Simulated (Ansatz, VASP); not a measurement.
Two plane-wave programs on SnTe3As

The input INCAR:

```
SYSTEM = SnTe3As
  PREC = Accurate
  ENCUT = 600
  EDIFF = 1E-6
  ISMEAR = 0
  SIGMA = 0.1
  LREAL = .False.
  LASPH = .True.
  NELM = 100
  ALGO = Normal
  ISIF = 3
  LWAVE = .False.
  LCHARG = .False.
  GGA = PE
  IBRION = 2
  NSW = 90
  EDIFFG = -0.04
```

The input KPOINTS:

```
Automatic mesh
0
Gamma
  4 4 4
  0 0 0
```

File POSCAR:

```
SnTe3As
1.0
    5.5568367800      0.0000000000      0.0000000000
    0.0000000000      5.5568367800      0.0000000000
    0.0000000000      0.0000000000      5.9868786000
Sn Te As
1 3 1
Direct
    0.0000000000      0.0000000000      0.5000000000
    0.5000000000      0.5000000000      0.5000000000
    0.0000000000      0.5000000000      0.5000000000
    0.5000000000      0.0000000000      0.5000000000
    0.0000000000      0.0000000000      0.0000000000
```

Input for Ansatz:

```yaml
crystal:
  lattice:
    - [5.55683678, 0.0, 0.0]
    - [0.0, 5.55683678, 0.0]
    - [0.0, 0.0, 5.9868786]
  atoms:
    - { symbol: Sn, position: [0.0, 0.0, 0.5] }
    - { symbol: Te, position: [0.5, 0.5, 0.5] }
    - { symbol: Te, position: [0.0, 0.5, 0.5] }
    - { symbol: Te, position: [0.5, 0.0, 0.5] }
    - { symbol: As, position: [0.0, 0.0, 0.0] }
basis:
  ecutwfc: 420
kpoints:
  mp_grid: { grid: [4, 4, 4] }
hamiltonian:
  xc: pbe
scf:
  occupations: { method: gaussian, width: 0.1 }
  lower_state_search: "off"
output:
  forces: true
  stress: true
  eigenvalues: true
relax:
  adjacent_minimum: "off"
  f_tol: 0.04
  max_steps: 70
  cell: { stress_tol: 0.4 }
```

Alike in both runs: task relaxation of cell and atoms; functional PBE; k mesh 4 × 4 × 4; occupations gaussian, width 0.1 eV; no spin polarisation.

|  | VASP | Ansatz |
| --- | --- | --- |
| version | VASP 6.6.1 | Ansatz 0.2.0 |
| potentials or method | VASP PAW PBE potentials, release 64 (Sn_d, Te, As), cutoff 600 eV | scalar-relativistic, plane waves, PAW |
| valence electrons in the cell | 37 | 77 |

```tsv
	VASP	Ansatz	Ansatz less VASP
gap on the k mesh at the Fermi level, each at its own relaxed structure (eV)	none	none	-
relaxed volume (Å³/atom)	39.78	39.71	-0.073
relaxed cell length with the largest relative difference (Å)	6.062	6.056	-0.0065
```

A gap of «none» marks a metal or a gap that the smearing closes. VASP's potentials hold 37 valence electrons a cell and Ansatz's 77, so a difference there can come from the potentials and not from the codes.

Neither program's run includes spin-orbit coupling.
